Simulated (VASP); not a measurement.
Wanted: the native input for a VASP 6.6.1 run.

```yaml
Task: single point
Functional: r2SCAN
Potentials_or_basis: VASP PAW PBE potentials, release 64 (Ga_d)
Cutoff: 520 eV
k_mesh: 10 × 10 × 10
Occupations: gaussian, width 0.1 eV
Spin: no spin polarisation
Dipole_correction: no
Further_INCAR_settings: ALGO = Normal; EDIFF = 1e-06; NBANDS = 48
```

The system is Ga.

```
CELL_PARAMETERS angstrom
-2.99398 2.99398 2.99398
2.99398 -2.99398 2.99398
2.99398 2.99398 -2.99398
ATOMIC_POSITIONS crystal
Ga 0.25000 0.12500 0.87500
Ga 0.12500 0.87500 0.25000
Ga 0.75000 0.37500 0.62500
Ga 0.87500 0.25000 0.12500
Ga 0.62500 0.75000 0.37500
Ga 0.37500 0.62500 0.75000
```

One way to write it, as run:

POSCAR

```
Ga
1.0
   -2.9939835836      2.9939835836      2.9939835836
    2.9939835836     -2.9939835836      2.9939835836
    2.9939835836      2.9939835836     -2.9939835836
Ga
6
Direct
    0.2500000000      0.1250000000      0.8750000000
    0.1250000000      0.8750000000      0.2500000000
    0.7500000000      0.3750000000      0.6250000000
    0.8750000000      0.2500000000      0.1250000000
    0.6250000000      0.7500000000      0.3750000000
    0.3750000000      0.6250000000      0.7500000000
```

INCAR.step1

```
SYSTEM = Ga
ALGO     = Normal         ! electronic algorithm
EDIFF    = 1E-4           ! SCF threshold, eV
ENCUT    = 520            ! plane-wave cutoff, eV
GGA      = PE             ! functional
ISMEAR   = 0              ! smearing method
LASPH    = .TRUE.         ! aspherical terms in the spheres
LCHARG   = .FALSE.        ! write CHGCAR
LREAL    = .FALSE.        ! projectors in reciprocal space
LWAVE    = .TRUE.         ! write WAVECAR
NBANDS   = 48             ! bands
NELM     = 100            ! most SCF steps
PREC     = Accurate       ! precision mode
SIGMA    = 0.1            ! smearing width, eV
```

INCAR.step2

```
SYSTEM = Ga
ALGO     = Normal         ! electronic algorithm
EDIFF    = 1E-6           ! SCF threshold, eV
ENCUT    = 520            ! plane-wave cutoff, eV
ISIF     = 2              ! what is computed and relaxed
ISMEAR   = 0              ! smearing method
ISTART   = 1            
LASPH    = .TRUE.         ! aspherical terms in the spheres
LCHARG   = .FALSE.        ! write CHGCAR
LMIXTAU  = .TRUE.       
LREAL    = .FALSE.        ! projectors in reciprocal space
LWAVE    = .FALSE.        ! write WAVECAR
METAGGA  = R2SCAN         ! meta-GGA
NBANDS   = 48             ! bands
NELM     = 100            ! most SCF steps
PREC     = Accurate       ! precision mode
SIGMA    = 0.1            ! smearing width, eV
```

KPOINTS

```
k-points
0
G
  10 10 10
  0 0 0
```

Potentials or basis: VASP PAW PBE potentials, release 64 (Ga_d).

Launch:

```console
$ cat potpaw_PBE.64/Ga_d/POTCAR > POTCAR
$ cp INCAR.step1 INCAR
$ mpirun -np 1 vasp_std > vasp.out
$ cp INCAR.step2 INCAR
$ mpirun -np 1 vasp_std > vasp.out
```

It gave:

| Item | Value |
| --- | --- |
| Pressure | 0.1 GPa |
| Band gap on the k mesh | zero (band 39 reaches 7.91 eV, above the bottom of band 40 at 3.78 eV) |

Caveat: the PAW data sets were made with another functional, which shifts forces and pressure a little.

Run time: 14 min on 1 thread of AMD EPYC 7R43 64-Core Processor (Zen 3), on a shared host, peak memory 0.32 GiB.
